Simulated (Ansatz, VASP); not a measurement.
## Two plane-wave programs on AlH7

```
Al H
1.0
     5.63088    0.00000    0.00000
    -2.81544    4.87649    0.00000
     0.00000    0.00000    5.67480
Al H
1 7
Direct
  0.00000 0.00000 0.00000
  0.33333 0.66667 0.56625
  0.33333 0.66667 0.43375
  0.66667 0.33333 0.43375
  0.66667 0.33333 0.56625
  0.28296 0.00000 0.00000
  0.71704 0.71704 0.00000
  0.00000 0.28296 0.00000
```

Alike in both runs: task relaxation of cell and atoms; functional PBE; k mesh 6 × 6 × 4; occupations gaussian, width 0.02 eV; no spin polarisation.

```csv
,VASP,Ansatz
version,VASP 6.6.1,Ansatz 0.2.0
potentials or method,"VASP PAW PBE potentials, release 64 (Al, H), cutoff 600 eV","scalar-relativistic, plane waves, PAW"
valence electrons in the cell,10,10
```

VASP gave:

| Item | Value |
| --- | --- |
| gap on the k mesh at the Fermi level, each at its own relaxed structure (eV) | 4.06 |
| relaxed volume (Å³/atom) | 19.47 |
| relaxed cell length with the largest relative difference (Å) | 5.674 |

**Question.** What did Ansatz give for the same quantities?

**Answer.** gap on the k mesh at the Fermi level, each at its own relaxed structure (eV): 4.06; relaxed volume (Å³/atom): 19.48; relaxed cell length with the largest relative difference (Å): 5.675.
